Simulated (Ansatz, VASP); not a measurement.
**Two plane-wave programs on AlB2As3**

The input INCAR:

```
SYSTEM = AlB2As3
PREC     = Accurate       ! precision mode
ENCUT    = 600            ! plane-wave cutoff, eV
EDIFF    = 1E-6           ! SCF threshold, eV
ISMEAR   = 0              ! smearing method
SIGMA    = 0.1            ! smearing width, eV
LREAL    = .False.        ! projectors in reciprocal space
LASPH    = .True.         ! aspherical terms in the spheres
NELM     = 100            ! most SCF steps
ALGO     = Normal         ! electronic algorithm
ISIF     = 3              ! what is computed and relaxed
LWAVE    = .False.        ! write WAVECAR
LCHARG   = .False.        ! write CHGCAR
GGA      = PE             ! functional
IBRION   = 2              ! ionic algorithm
NSW      = 90             ! ionic steps
EDIFFG   = -0.04          ! ionic threshold
```

Contents of KPOINTS:

```
Automatic mesh
0
Gamma
  6 6 1
  0 0 0
```

File POSCAR:

```
AlB2As3
1.0
    3.6364835000      0.0000000000      0.0000000000
   -1.8182417500      3.1492870900      0.0000000000
    0.0000000000      0.0000000000     17.9293284500
Al B As
2 4 6
Direct
    0.3333333300      0.6666666700      0.6668943300
    0.6666666700      0.3333333300      0.8335610000
    0.3333333300      0.6666666700      0.0002276700
    0.3333333300      0.6666666700      0.3335610000
    0.6666666700      0.3333333300      0.1668943300
    0.6666666700      0.3333333300      0.5002276700
    0.3333333300      0.6666666700      0.1251056700
    0.3333333300      0.6666666700      0.4584390000
    0.3333333300      0.6666666700      0.7917723400
    0.6666666700      0.3333333300      0.2917723400
    0.6666666700      0.3333333300      0.6251056700
    0.6666666700      0.3333333300      0.9584390000
```

Input for Ansatz:

```yaml
crystal:
  lattice:
    - [3.6364835, 0.0, 0.0]
    - [-1.81824175, 3.14928709, 0.0]
    - [0.0, 0.0, 17.92932845]
  atoms:
    - { symbol: Al, position: [0.33333333, 0.66666667, 0.66689433] }
    - { symbol: Al, position: [0.66666667, 0.33333333, 0.833561] }
    - { symbol: B, position: [0.33333333, 0.66666667, 0.00022767] }
    - { symbol: B, position: [0.33333333, 0.66666667, 0.333561] }
    - { symbol: B, position: [0.66666667, 0.33333333, 0.16689433] }
    - { symbol: B, position: [0.66666667, 0.33333333, 0.50022767] }
    - { symbol: As, position: [0.33333333, 0.66666667, 0.12510567] }
    - { symbol: As, position: [0.33333333, 0.66666667, 0.458439] }
    - { symbol: As, position: [0.33333333, 0.66666667, 0.79177234] }
    - { symbol: As, position: [0.66666667, 0.33333333, 0.29177234] }
    - { symbol: As, position: [0.66666667, 0.33333333, 0.62510567] }
    - { symbol: As, position: [0.66666667, 0.33333333, 0.958439] }
basis:
  ecutwfc: 420
kpoints:
  mp_grid: { grid: [6, 6, 1] }
hamiltonian:
  xc: pbe
scf:
  occupations: { method: gaussian, width: 0.1 }
  lower_state_search: "off"
output:
  forces: true
  stress: true
  eigenvalues: true
relax:
  adjacent_minimum: "off"
  f_tol: 0.04
  max_steps: 70
  cell: { stress_tol: 0.4 }
```

Alike in both runs: task relaxation of cell and atoms; functional PBE; k mesh 6 × 6 × 1; occupations gaussian, width 0.1 eV; no spin polarisation.

|  | VASP | Ansatz |
| --- | --- | --- |
| version | VASP 6.6.1 | Ansatz 0.2.0 |
| potentials or method | VASP PAW PBE potentials, release 64 (Al, B, As), cutoff 600 eV | scalar-relativistic, plane waves, PAW |
| valence electrons in the cell | 48 | 108 |

```tsv
	VASP	Ansatz	Ansatz less VASP
gap on the k mesh at the Fermi level, each at its own relaxed structure (eV)	0.14	0.14	+0.005
relaxed volume (Å³/atom)	16.89	16.85	-0.042
relaxed length of the cell vector where the two differ most in proportion (Å)	18.231	18.212	-0.0187
```

VASP's potentials hold 48 valence electrons a cell and Ansatz's 108, so a difference there can come from the potentials and not from the codes.
